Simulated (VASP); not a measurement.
The system is HfO2.

```
Hf O
1.0
     5.08365    0.00000    0.00000
     0.00000    5.15090    0.00000
    -0.85290    0.00000    5.17887
Hf O
4 8
Direct
  0.27550 0.46030 0.70800
  0.72450 0.96030 0.79200
  0.72450 0.53970 0.29200
  0.27550 0.03970 0.20800
  0.07420 0.16840 0.84670
  0.92580 0.66840 0.65330
  0.92580 0.83160 0.15330
  0.07420 0.33160 0.34670
  0.44870 0.74190 0.98010
  0.55130 0.24190 0.51990
  0.55130 0.25810 0.01990
  0.44870 0.75810 0.48010
```

Base run:

- Program: VASP 6.6.1
- Functional: PBE
- Potentials or basis: VASP PAW PBE potentials, release 64 (Hf_pv, O)
- Cutoff: 520 eV
- k mesh: 5 × 5 × 5
- Occupations: fermi-dirac, width 0.05 eV
- Spin: no spin polarisation

Its results: band gap on the k mesh 4.24 eV, indirect (least direct gap 4.30 eV); pressure 7.9 GPa; largest force 0.517 eV/Å.

Task: The run is repeated on the same cell with these changes: functional from PBE to LDA; potentials or basis from VASP PAW PBE potentials, release 64 (Hf_pv, O) to VASP PAW LDA potentials, release 64 (Hf_pv, O). What comes out?

Result: Band gap on the k mesh 4.04 eV, indirect (least direct gap 4.11 eV); pressure -5.4 GPa; largest force 0.461 eV/Å.

Caveats: spin-orbit coupling is left out, which moves the levels of the heavy elements.

A k mesh can miss the band edges.
